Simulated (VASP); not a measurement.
# KRh (P6/mmm) in VASP: notebook

KRh is run at these levels: PBE; tasks: single point, relaxation of cell and atoms.

Everything below comes from runs of VASP 6.6.1. Logs are shortened: lines on timing, memory, paths and dates and some standing lists are left out, and cuts for length are marked.

## Step 1: The cell of the first run

It takes space group P6/mmm (No. 191, hexagonal). The conventional cell has a = 2.894 Å, b = 2.894 Å, c = 5.757 Å, α = 90.00°, β = 90.00°, γ = 120.00°. K (site symmetry 6/mmm) has 2 Rh at 2.88 Å and 6 K at 2.89 Å within 3.8 Å. Within 3.8 Å of Rh (site symmetry 6/mmm) lie 2 K at 2.88 Å and 6 Rh at 2.89 Å.

The cell was generated, and may not be a known phase.

## Step 2: Single point, PBE

Contents of INCAR:

```
SYSTEM = KRh
PREC = Accurate
ENCUT = 520
EDIFF = 1E-7
ISMEAR = 0
SIGMA = 0.1
LREAL = .FALSE.
LASPH = .TRUE.
NELM = 80
ALGO = Normal
ISIF = 2
LWAVE = .FALSE.
LCHARG = .TRUE.
GGA = PE
LELF = .TRUE.
LVHAR = .TRUE.
NBANDS = 19
```

Contents of KPOINTS:

```
Automatic mesh
0
G
  6 6 4
  0 0 0
```

Contents of POSCAR:

```
KRh
1.0
    2.8940573075      0.0000000025      0.0000000000
   -1.4470286559      2.5063271470      0.0000000000
    0.0000000000      0.0000000000      5.7573965070
K Rh
1 1
Direct
    0.0000000000      0.0000000000      0.0000000000
    0.0000000000      0.0000000000      0.5000000000
```

Potentials or basis: VASP PAW PBE potentials, release 64 (K_sv, Rh_pv).

Run with:

```bash
$ cat potpaw_PBE.64/K_sv/POTCAR potpaw_PBE.64/Rh_pv/POTCAR > POTCAR
$ mpirun -np 1 vasp_std > vasp.out
```

OUTCAR:

```text
SYSTEM = KRh
   PREC = Accurate
   ENCUT = 520
   EDIFF = 1E-7
   ISMEAR = 0
   LREAL = .FALSE.
   LASPH = .TRUE.
   NELM = 80
   ISIF = 2
   GGA = PE

 ion  position               nearest neighbor table
   1  0.000  0.000  0.000-   2 2.88   2 2.88
   2  0.000  0.000  0.500-   1 2.88   1 2.88

  LATTYP: Found a hexagonal cell.
 ALAT       =     2.8940573075
 C/A-ratio  =     1.9893857983

  Lattice vectors:

 A1 = (   2.8940573075,   0.0000000025,   0.0000000000)
 A2 = (  -1.4470286559,   2.5063271470,   0.0000000000)
 A3 = (   0.0000000000,   0.0000000000,   5.7573965070)

Analysis of symmetry for initial positions (statically):
=====================================================================
 Subroutine PRICEL returns:
 Original cell was already a primitive cell.

 Routine SETGRP: Setting up the symmetry group for a
 hexagonal supercell.

 Subroutine GETGRP returns: Found 24 space group operations
 (whereof 24 operations were pure point group operations)
 out of a pool of 24 trial point group operations.

The static configuration has the point symmetry D_6h.

Analysis of symmetry for dynamics (positions and initial velocities):
=====================================================================
 Subroutine PRICEL returns:
 Original cell was already a primitive cell.

 Routine SETGRP: Setting up the symmetry group for a
 hexagonal supercell.

 Subroutine GETGRP returns: Found 24 space group operations
 (whereof 24 operations were pure point group operations)
 out of a pool of 24 trial point group operations.

The dynamic configuration has the point symmetry D_6h.

 Subroutine INISYM returns: Found 24 space group operations
 (whereof 24 operations are pure point group operations),
 and found     1 'primitive' translations

----------------------------------------------------------------------------------------

                                     Primitive cell

  volume of cell :      41.7610

  direct lattice vectors                    reciprocal lattice vectors
     2.894057307  0.000000003  0.000000000     0.345535659  0.199495106  0.000000000
    -1.447028656  2.506327147  0.000000000    -0.000000000  0.398990212  0.000000000
     0.000000000  0.000000000  5.757396507     0.000000000  0.000000000  0.173689618

  length of vectors
     2.894057307  2.894057307  5.757396507     0.398990212  0.398990212  0.173689618

[... 73 lines left out ...]
   LASPH  =      T    aspherical Exc in radial PAW
   ENCUT  =  520.0 eV  38.22 Ry    6.18 a.u.   5.38  5.38 10.70*2*pi/ulx,y,z
   NELM   =     80;   NELMIN=  2; NELMDL= -5     # of ELM steps
   EDIFF  = 0.1E-06   stopping-criterion for ELM
   LREAL  =      F    real-space projection
   EDIFFG = 0.1E-05   stopping-criterion for IOM
   NSW    =      0    number of steps for IOM
   IBRION =     -1    ionic relax: 0-MD 1-quasi-New 2-CG
   NFREE  =      0    steps in history (QN), initial steepest desc. (CG)
   ISIF   =      2    stress and relaxation
   ISYM   =      2    0-nonsym 1-usesym 2-fastsym
   POTIM  = 0.5000    time-step for ionic-motion
   TEBEG  =    0.0;   TEEND  =   0.0 temperature during run
   PSTRESS=    0.0 pullay stress
   NELECT =      24.0000    total number of electrons
   NUPDOWN=      -1.0000    fix difference up-down
   EMIN   =  10.00;   EMAX   =-10.00  energy-range for DOS
   EFERMI =   0.00;   METHOD = LEGACY
   ISMEAR =     0;   SIGMA  =   0.10  broadening in eV -4-tet -1-fermi 0-gaus
   EFERMI_NEDOS =   21; number of points for ismear=-14 and -15
   IALGO  =     38    algorithm
   IMIX   =      4    mixing-type and parameters
     AMIX     =   0.40;   BMIX     =  1.00
     AMIX_MAG =   1.60;   BMIX_MAG =  1.00
  volume/ion in A,a.u.               =      20.88       140.91
  Fermi-wavevector in a.u.,A,eV,Ry     =   1.361094  2.572095 25.205852  1.852578
  Thomas-Fermi vector in A             =   2.487700
   LORBIT       =      0    0 simple, 1 ext, 2 COOP (PROOUT), +10 PAW based schemes
   GGA     = PE    functional components
   LHFCALC =     F    Hartree Fock is set to
   AEXX    =    0.0000 exact exchange contribution
   IVDW    =     0    specifies the selected vdW correction
   LEPSILON=     F    determine dielectric tensor
   LRPA    =     F    only Hartree local field effects (RPA)
 non-spin polarized calculation
 Gauss-broadening in eV      SIGMA  =   0.10
  energy-cutoff  :      520.00
  volume of cell :       41.76
 maximum number of plane-waves:      1155
 NGX is ok and might be reduce to    24
   NGX = 11   NGY = 11   NGZ = 21

 number of electron      24.0000007 magnetization

 Free energy of the ion-electron system (eV)
  ---------------------------------------------------
  ext. energy  EPLUGINS =         0.00000000
  ---------------------------------------------------
  free energy    TOTEN  =        -6.32005981 eV

  energy without entropy =       -6.30785364  energy(sigma->0) =       -6.31395672

 E-fermi :   5.1828     XC(G=0): -10.5523

 val. band max:        5.1711993775   @ k =   0.1667   0.0000   0.2500
 cond. band min:       5.1924402645   @ k =   0.1667   0.0000   0.5000
 fundamental gap:      0.0212408870
 Fermi energy:         5.1827732991

 k-point     1 :       0.0000    0.0000    0.0000
  band No.  band energies     occupation
      1     -40.3740      2.00000
      2     -40.3740      2.00000
      3     -39.9800      2.00000
      4     -27.8045      2.00000
      5     -10.9353      2.00000
      6      -9.8100      2.00000
[... 439 lines left out ...]
      6     -11.7618      2.00000
[... 11 lines left out ...]
     18      12.4432      0.00000
     19      14.2829      0.00000

------------------------ aborting loop because EDIFF is reached ----------------------------------------

  FORCE on cell =-STRESS in cart. coord.  units (eV):
  Direction    XX          YY          ZZ          XY          YZ          ZX
  --------------------------------------------------------------------------------------
  -------------------------------------------------------------------------------------
  Total        0.0207102      0.0207102      0.0186810      0.0000000     -0.0000000     -0.0000000
  in kB        0.7945559      0.7945559      0.7167050      0.0000000     -0.0000000     -0.0000000
  external PRESSURE =       0.7686056 kB  Pullay stress =       0.0000000 kB

 VOLUME and BASIS-vectors are now :
 -----------------------------------------------------------------------------
  energy-cutoff  :      520.00
  volume of cell :       41.76
      direct lattice vectors                 reciprocal lattice vectors
     2.894057307  0.000000003  0.000000000     0.345535659  0.199495106  0.000000000
    -1.447028656  2.506327147  0.000000000    -0.000000000  0.398990212  0.000000000
     0.000000000  0.000000000  5.757396507     0.000000000  0.000000000  0.173689618

 POSITION                                       TOTAL-FORCE (eV/Angst)
 -----------------------------------------------------------------------------------
      0.00000      0.00000      0.00000         0.000000      0.000000      0.000000
      0.00000      0.00000      2.87870        -0.000000      0.000000      0.000000
 -----------------------------------------------------------------------------------
    total drift:                                0.000000      0.000000      0.000000

  FREE ENERGIE OF THE ION-ELECTRON SYSTEM (eV)
  ---------------------------------------------------
  free  energy   TOTEN  =        -6.3200598060 eV

  energy  without entropy=       -6.3078536401  energy(sigma->0) =       -6.31395672
```

stdout:

```text
POSCAR found type information on POSCAR K Rh
 POSCAR found :  2 types and       2 ions
 scaLAPACK will be used
 LDA part: xc-table for (Slater+PW92), standard interpolation
 POSCAR, INCAR and KPOINTS ok, starting setup
 FFT: planning ... GRIDC
 FFT: planning ... GRID_SOFT
 FFT: planning ... GRID
 WAVECAR not read
 entering main loop
```

Wall time 20 s (1 thread of Oxide Virtual Turin-like, shared host); peak memory 0.14 GiB.

What came out:

```yaml
Free_energy: -6.3201 eV
Pressure: 0.1 GPa
Band_gap_on_the_k_mesh: zero (bands 12 and 13 overlap by 0.86 eV)
```

Caveat: the k points lie up to 0.42 Å⁻¹ apart, too coarse for converged energies and pressures of a metal.

## Step 3: Single point, PBE

This run uses another cell than the first one, of 27.57 Å³/atom.

Contents of INCAR:

```
SYSTEM = KRh
  ALGO = Normal
  EDIFF = 1E-6
  ENCUT = 520
  GGA = PE
  ISIF = 2
  ISMEAR = 0
  LASPH = .True.
  LCHARG = .False.
  LREAL = .False.
  LWAVE = .False.
  NBANDS = 19
  NELM = 80
  PREC = Accurate
  SIGMA = 0.1
```

Contents of KPOINTS:

```
k-points
0
Gamma
  6 6 4
  0 0 0
```

Contents of POSCAR:

```
KRh
1.0
    3.3245616700      0.0000000000      0.0000000000
   -1.6622808400      2.8791548600      0.0000000000
    0.0000000000      0.0000000000      5.7606210800
K Rh
1 1
Direct
    0.0000000000      0.0000000000      0.0000000000
    0.0000000000      0.0000000000      0.5000000000
```

Potentials or basis: VASP PAW PBE potentials, release 64 (K_sv, Rh_pv).

Run with:

```bash
$ cat potpaw_PBE.64/K_sv/POTCAR potpaw_PBE.64/Rh_pv/POTCAR > POTCAR
$ mpirun -np 1 vasp_std > vasp.out
```

Wall time 29 s (1 thread of Oxide Virtual Turin-like, shared host); peak memory 0.16 GiB.

The run converged. Its results:

- Free energy: -5.8087 eV
- Pressure: -5.2 GPa
- Band gap on the k mesh: zero (bands 12 and 13 overlap by 0.48 eV)

Stress tensor (GPa, compression positive):
```
-8.24  0.00  0.00
 0.00 -8.24  0.00
 0.00  0.00  0.79
```

Levels at points of the mesh, in eV from the Fermi level:
```csv
k point,band 10,band 11,band 12,band 13,band 14,band 15
"(0.00, 0.00, 0.00)",-0.79,-0.79,0.01,0.01,1.69,2.32
"(0.50, 0.00, 0.00)",-0.72,-0.25,0.42,1.91,2.42,4.11
"(0.00, 0.00, 0.50)",-0.78,-0.66,-0.41,0.07,0.07,3.66
"(0.50, 0.00, 0.50)",-0.16,-0.06,0.42,1.15,2.23,4.29
```

Caveat: the k points lie up to 0.36 Å⁻¹ apart.

## Step 4: Single point, PBE, collinear spin, ferromagnetic start

Contents of INCAR:

```
SYSTEM = KRh
PREC = Accurate
ENCUT = 520
EDIFF = 1E-6
ISMEAR = 0
SIGMA = 0.1
LREAL = .False.
LASPH = .True.
NELM = 150
ALGO = Normal
ISIF = 2
LWAVE = .False.
LCHARG = .False.
ISPIN = 2
MAGMOM = 0 1
LORBIT = 11
LMAXMIX = 4
GGA = PE
NBANDS = 23
```

Contents of KPOINTS:

```
Automatic mesh
0
Gamma
  6 6 4
  0 0 0
```

Contents of POSCAR:

```
KRh
1.0
    2.8940573075      0.0000000000      0.0000000000
   -1.4470286537      2.5063271483      0.0000000000
    0.0000000000      0.0000000000      5.7573965070
K Rh
1 1
Direct
    0.0000000000      0.0000000000      0.0000000000
    0.0000000000      0.0000000000      0.5000000000
```

Run with:

```bash
$ cat potpaw_PBE.64/K_sv/POTCAR potpaw_PBE.64/Rh_pv/POTCAR > POTCAR
$ mpirun -np 1 vasp_std > vasp.out
```

Wall time 47 s (1 thread of Oxide Virtual Turin-like, shared host); peak memory 0.17 GiB.

Results (log left out):

| Property | Result |
| --- | --- |
| Free energy | -6.3221 eV |
| Pressure | 0.1 GPa |
| Net moment | 0.23 μB per cell |
| Site moments | K -0.01; Rh +0.26 μB |
| Valence electrons inside the program's atomic spheres | K 7.68; Rh 13.58 |

Levels at points of the mesh, in eV from the Fermi level:
Spin up:
| k point | band 9 | band 10 | band 11 | band 12 | band 13 | band 14 | band 15 | band 16 |
| --- | --- | --- | --- | --- | --- | --- | --- | --- |
| (0.00, 0.00, 0.00) | -2.35 | -1.57 | -1.57 | -0.04 | -0.04 | 1.24 | 1.51 | 5.46 |
| (0.50, 0.00, 0.00) | -2.82 | -1.11 | -0.51 | 0.77 | 1.28 | 2.08 | 3.14 | 5.34 |
| (0.00, 0.00, 0.50) | -1.57 | -1.57 | -1.30 | -1.13 | 0.00 | 0.00 | 2.30 | 5.44 |
| (0.50, 0.00, 0.50) | -2.47 | -0.45 | -0.42 | 0.41 | 0.77 | 1.07 | 4.81 | 5.61 |
Spin down:
```
           k point  band 9  band 10  band 11  band 12  band 13  band 14  band 15  band 16
(0.00, 0.00, 0.00)   -2.29    -1.44    -1.44     0.24     0.24     1.24     1.49     5.45
(0.50, 0.00, 0.00)   -2.65    -1.03    -0.24     0.93     1.27     2.06     3.16     5.40
(0.00, 0.00, 0.50)   -1.44    -1.44    -1.23    -1.17     0.28     0.28     2.31     5.43
(0.50, 0.00, 0.50)   -2.26    -0.32    -0.18     0.38     0.93     1.05     4.81     5.60
```

Caveat: the k points lie up to 0.42 Å⁻¹ apart; a moment this small can come from the mesh or the smearing.

## Step 5: Relaxation of cell and atoms, PBE

This run uses another cell than the first one, of 27.57 Å³/atom.

Contents of INCAR:

```
SYSTEM = KRh
  PREC = Accurate
  ENCUT = 600
  EDIFF = 1E-6
  ISMEAR = 0
  SIGMA = 0.1
  LREAL = .False.
  LASPH = .True.
  NELM = 60
  ALGO = Normal
  ISIF = 3
  LWAVE = .False.
  LCHARG = .False.
  GGA = PE
  IBRION = 2
  NSW = 90
  EDIFFG = -0.04
```

Contents of KPOINTS:

```
regular mesh
0
Gamma
  6 6 4
  0 0 0
```

Contents of POSCAR:

```
KRh
1.0
    3.3245616700      0.0000000000      0.0000000000
   -1.6622808400      2.8791548600      0.0000000000
    0.0000000000      0.0000000000      5.7606210800
K Rh
1 1
Direct
    0.0000000000      0.0000000000      0.0000000000
    0.0000000000      0.0000000000      0.5000000000
```

Run with:

```bash
$ cat potpaw_PBE.64/K_sv/POTCAR potpaw_PBE.64/Rh_pv/POTCAR > POTCAR
$ mpirun -np 1 vasp_std > vasp.out
```

Wall time 3.8 min (1 thread of Oxide Virtual Turin-like, shared host); peak memory 0.18 GiB.

Results (log left out):

```
Free energy                           : -6.3225 eV
Relaxed volume                        : 20.86 Å³/atom
Relaxed cell                          : a = 2.891 Å, b = 2.891 Å, c = 5.762 Å, α = 90.00°, β = 90.00°, γ = 120.00°
Space group after relaxing (to 0.1 Å) : P6/mmm (No. 191)
Energy gained by relaxing             : 257.1 meV/atom
Ionic steps                           : 9
Pressure after relaxing               : 0.2 GPa
Band gap on the k mesh                : zero (bands 12 and 13 overlap by 0.86 eV)
```

Stress tensor (GPa, compression positive):
```
 0.27  0.00  0.00
 0.00  0.27  0.00
 0.00  0.00 -0.06
```

The path:
| step | energy change (eV) | largest force (eV/Å) | pressure (GPa) | volume (Å³) |
| --- | --- | --- | --- | --- |
| 1 | 0.0000 | 0.0000 | -5.27 | 55.14 |
| 2 | -0.3617 | 0.0000 | -4.52 | 48.11 |
| 3 | 0.5904 | 0.0000 | 31.96 | 32.76 |
| 4 | -0.4652 | 0.0000 | -3.22 | 45.32 |
| 5 | -0.5081 | 0.0000 | 0.36 | 41.61 |
| 6 | -0.5115 | 0.0000 | -0.81 | 42.51 |
| 7 | -0.5116 | 0.0000 | -0.53 | 42.28 |
| 8 | -0.5140 | 0.0000 | 0.31 | 41.60 |
| 9 | -0.5141 | 0.0000 | 0.16 | 41.72 |

Final structure:
```
K Rh
1.0
     2.89136    0.00000    0.00000
    -1.44568    2.50399    0.00000
     0.00000    0.00000    5.76181
K Rh
1 1
Direct
  0.00000 0.00000 0.00000
  0.00000 0.00000 0.50000
```

Levels at points of the mesh, in eV from the Fermi level:
```
           k point  band 8  band 9  band 10  band 11  band 12  band 13  band 14  band 15  band 16
(0.00, 0.00, 0.00)   -4.64   -2.34    -1.53    -1.53     0.09     0.09     1.22     1.48     5.43
(0.50, 0.00, 0.00)   -3.43   -2.76    -1.08    -0.39     0.83     1.25     2.06     3.12     5.36
(0.00, 0.00, 0.50)   -4.23   -1.53    -1.53    -1.29    -1.17     0.13     0.13     2.28     5.41
(0.50, 0.00, 0.50)   -3.39   -2.39    -0.38    -0.33     0.37     0.83     1.03     4.80     5.58
```

Caveat: the k points lie up to 0.42 Å⁻¹ apart in the final cell, too coarse for converged energies and pressures of a metal; the volume moved by over 15 % at a fixed basis, so the end points are rough.

(Part 1 of 2 ends here.)

The gap in the log of VASP goes by the Fermi energy; the results here count the filled bands.